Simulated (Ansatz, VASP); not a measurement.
## Gd: VASP beside Ansatz

```
CELL_PARAMETERS angstrom
3.60713 0.00000 0.00000
-1.80357 3.12387 0.00000
0.00000 0.00000 5.76107
ATOMIC_POSITIONS crystal
Gd 0.33333 0.66667 0.25000
Gd 0.66666 0.33333 0.75000
```

Alike in both runs: task single point; functional PBE; k mesh 8 × 8 × 4; occupations tetrahedron; collinear spin; Hubbard terms Gd f U = 6.89 eV.

|  | VASP | Ansatz |
| --- | --- | --- |
| version | VASP 6.6.1 | Ansatz 0.2.0 |
| potentials or method | VASP PAW PBE potentials, release 64 (Gd), cutoff 520 eV | PAW plane waves |
| valence electrons in the cell | 36 | 36 |

```tsv
	VASP	Ansatz	Ansatz less VASP
pressure (GPa)	1.4	1.1	-0.29
traceless stress, the component that is largest in VASP (GPa)	0.72	0.84	+0.128
net moment per atom (μB)	0.00	0.00	0.000
size of the moment on the site where the two differ most (μB)	7.07	7.40	+0.329
```

Site moments also hang on the region over which each program counts them. The programs project onto different local orbitals, so the same U acts differently, and such runs can settle in different states. Ansatz's warnings: band table not solved further, filled band counts differ across k points, product built on unsolved table, stability check not made, structure snapped to symmetry, tetrahedron derivatives may miss energy slope.

Spin-orbit coupling is off throughout.
